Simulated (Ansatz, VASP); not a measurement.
# Two plane-wave programs on Ir

File INCAR:

```
SYSTEM = Ir
  AGGAC = 1.0
  AGGAX = 1.0
  ALDAC = 0.0
  ALDAX = 1.0
  ALGO = Normal
  EDIFF = 1E-6
  ENCUT = 560
  GGA = B5
  GGA_COMPAT = .False.
  ISIF = 2
  ISMEAR = -1
  LASPH = .True.
  LCHARG = .False.
  LREAL = .False.
  LWAVE = .False.
  NBANDS = 24
  NELM = 120
  PREC = Accurate
  SIGMA = 0.1
```

Contents of KPOINTS:

```
k-points
0
Gamma
  15 15 8
  0 0 0
```

Contents of POSCAR:

```
Ir
1.0
    2.8691520453      0.0000000000      0.0000000000
   -1.4345760227      2.4847585586      0.0000000000
    0.0000000000      0.0000000000      4.6472557607
Ir
2
Direct
    0.3333333333      0.6666666667      0.2500000000
    0.6666666667      0.3333333333      0.7500000000
```

Input for Ansatz:

```yaml
crystal:
  lattice:
    - [2.8691520453, 0.0, 0.0]
    - [-1.4345760227, 2.4847585586, 0.0]
    - [0.0, 0.0, 4.6472557607]
  atoms:
    - { symbol: Ir, position: [0.3333333333, 0.6666666667, 0.25] }
    - { symbol: Ir, position: [0.6666666667, 0.3333333333, 0.75] }
hamiltonian:
  xc: blyp
  pseudopotentials:
    kind: paw
    azcp:
      Ir: "pseudopotentials/Ir.paw.azcp"
basis:
  ecutwfc: 420
  fft_grid_basis: typed
kpoints:
  mp_grid: { grid: [15, 15, 8], shift: [0, 0, 0] }
magnetization:
  spin_polarized: false
scf:
  occupations: { method: fermi_dirac, width: 0.1 }
  lower_state_search: "off"
output:
  stress: true
  write_density: true
  write_potential: true
  elf: true
  volumetric_format: npy
```

Alike in both runs: task single point; functional BLYP; k mesh 15 × 15 × 8; occupations fermi-dirac, width 0.1 eV; no spin polarisation.

```csv
,VASP,Ansatz
version,VASP 6.6.1,Ansatz 0.2.0
potentials or method,"VASP PAW PBE potentials, release 64 (Ir_sv_GW), cutoff 560 eV","plane waves (420 eV) with PAW, scalar-relativistic"
valence electrons in the cell,34,34
```

```tsv
	VASP	Ansatz	Ansatz less VASP
pressure (GPa)	-18.5	-18.1	+0.37
traceless stress, the component that is largest in VASP (GPa)	-0.44	-0.44	+0.004
```

VASP's potentials were made for PBE, not for BLYP.

Spin-orbit coupling is off throughout.
